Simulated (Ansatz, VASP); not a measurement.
# Two plane-wave programs on SnO

Contents of INCAR:

```
  PREC = Accurate
  ENCUT = 520
  EDIFF = 1E-7
  ISMEAR = 0
  SIGMA = 0.05
  LREAL = F
  LASPH = T
  NELM = 80
  ALGO = Normal
  ISIF = 2
  LWAVE = F
  LCHARG = F
  LDIPOL = T
  IDIPOL = 3
  DIPOL = 0.5 0.5 0.394
  GGA = PE
  IVDW = 12
  NBANDS = 50
```

File KPOINTS:

```
Automatic mesh
0
Gamma
  7 7 1
```

Contents of POSCAR:

```
SnO
1.0
    3.8201526160      0.0002954389      0.0000000000
   -0.0003145156      3.8201526145      0.0000000000
    0.0000000000      0.0000000000     22.2260756252
Sn O
4 4
Direct
    0.9999453016      0.9999453016      0.2024648920
    0.4999453016      0.4999453016      0.3087831576
    0.9999453016      0.9999453016      0.4797535108
    0.4999453016      0.4999453016      0.5860717765
    0.9999461184      0.4999461184      0.2556240248
    0.4999461184      0.9999461184      0.2556240248
    0.9999461184      0.4999461184      0.5329126436
    0.4999461184      0.9999461184      0.5329126436
```

Input for Ansatz:

```yaml
crystal:
  lattice:
    - [3.8201528543, 0.0002954551, 0.0]
    - [-0.0003145191, 3.8201528528, 0.0]
    - [0.0, 0.0, 22.226074346]
  atoms:
    - { symbol: Sn, position: [0.9999452911, 0.9999452911, 0.2024649036] }
    - { symbol: O, position: [0.9999461074, 0.4999461074, 0.2556240251] }
    - { symbol: O, position: [0.4999461074, 0.9999461074, 0.2556240251] }
    - { symbol: Sn, position: [0.4999452911, 0.4999452911, 0.3087831466] }
    - { symbol: Sn, position: [0.9999452911, 0.9999452911, 0.4797535096] }
    - { symbol: O, position: [0.9999461074, 0.4999461074, 0.5329126311] }
    - { symbol: O, position: [0.4999461074, 0.9999461074, 0.5329126311] }
    - { symbol: Sn, position: [0.4999452911, 0.4999452911, 0.5860717526] }
basis:
  ecutwfc: 420
kpoints:
  mp_grid: { grid: [7, 7, 1] }
hamiltonian:
  xc: pbe
  pseudopotentials: { kind: paw, azcp: { folder: soft_1 } }
  dispersion: d3bj
scf:
  occupations: { method: gaussian, width: 0.05 }
output:
  forces: true
  eigenvalues: true
efield:
  axis: 3
  dipole_correction: true
  ramp_width: 0.04
```

Alike in both runs: task single point; functional PBE; dispersion D3(BJ); k mesh 7 × 7 × 1; occupations gaussian, width 0.05 eV; no spin polarisation.

|  | VASP | Ansatz |
| --- | --- | --- |
| version | VASP 6.6.1 | Ansatz 0.2.0 |
| potentials or method | VASP PAW PBE potentials, release 64 (Sn_d, O), cutoff 520 eV | scalar-relativistic, plane waves, PAW |
| valence electrons in the cell | 80 | 80 |

VASP gave:

* gap on the k mesh at the Fermi level (eV): 2.47
* least direct gap on the mesh (eV): 2.52
* rms of the force components (eV/Å): 0.062

Q: Which values does Ansatz return?

A: gap on the k mesh at the Fermi level (eV): 2.47; least direct gap on the mesh (eV): 2.56; rms of the force components (eV/Å): 0.032.

Ansatz's warnings: structure snapped to symmetry.
